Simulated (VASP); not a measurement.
Write the native input for VASP 6.6.1 that does the following.

```yaml
Task: single point
Functional: r2SCAN
Potentials_or_basis: VASP PAW PBE potentials, release 64 (Al, N)
Cutoff: 520 eV
k_mesh: 10 × 10 × 10
Occupations: gaussian, width 0.05 eV
Spin: no spin polarisation
Dipole_correction: no
Further_INCAR_settings: ALGO = Normal; EDIFF = 1e-07; NBANDS = 11
```

Crystal: AlN.

```
CELL_PARAMETERS angstrom
0.00000 2.11935 2.11935
2.11935 0.00000 2.11935
2.11935 2.11935 0.00000
ATOMIC_POSITIONS crystal
Al 0.00000 0.00000 0.00000
N 0.75000 0.75000 0.75000
```

This cell differs from its parent crystal: strain -0.030 along x and y, -0.030 along z.

These files were run (other wordings do the same):

POSCAR

```
AlN
1.0
    0.0000000000      2.1193536074      2.1193536074
    2.1193536074      0.0000000000      2.1193536074
    2.1193536074      2.1193536074      0.0000000000
Al N
1 1
Direct
    0.0000000000      0.0000000000      0.0000000000
    0.7500000000      0.7500000000      0.7500000000
```

INCAR.step1

```
SYSTEM = AlN
ALGO = Normal ; EDIFF = 1E-4
ENCUT = 520 ; GGA = PE
ISMEAR = 0 ; LASPH = .True.
LCHARG = .False. ; LREAL = .False.
LWAVE = .True. ; NBANDS = 11
NELM = 100 ; PREC = Accurate
SIGMA = 0.05
```

INCAR.step2

```
SYSTEM = AlN
ALGO = Normal ; EDIFF = 1E-7
ENCUT = 520 ; ISIF = 2
ISMEAR = 0 ; ISTART = 1
LASPH = .True. ; LCHARG = .False.
LMIXTAU = .True. ; LREAL = .False.
LWAVE = .False. ; METAGGA = R2SCAN
NBANDS = 11 ; NELM = 100
PREC = Accurate ; SIGMA = 0.05
```

KPOINTS

```
k-points
0
Gamma
  10 10 10
  0 0 0
```

Potentials or basis: VASP PAW PBE potentials, release 64 (Al, N).

Command:

```bash
$ cat potpaw_PBE.64/Al/POTCAR potpaw_PBE.64/N/POTCAR > POTCAR
$ cp INCAR.step1 INCAR
$ mpirun -np 1 vasp_std > vasp.out
$ cp INCAR.step2 INCAR
$ mpirun -np 1 vasp_std > vasp.out
```

Results of the run:

```
Pressure               : 22.6 GPa
Band gap on the k mesh : 4.00 eV, indirect (least direct gap 5.76 eV)
```

Caveat: the cell differs from its parent crystal (strain -0.030 along x and y, -0.030 along z); the PAW data sets were made with another functional, which shifts forces and pressure a little.

It took 19 s on 1 thread of Intel(R) Xeon(R) Platinum 8559C (Emerald Rapids) (shared host), peak memory 0.13 GiB.
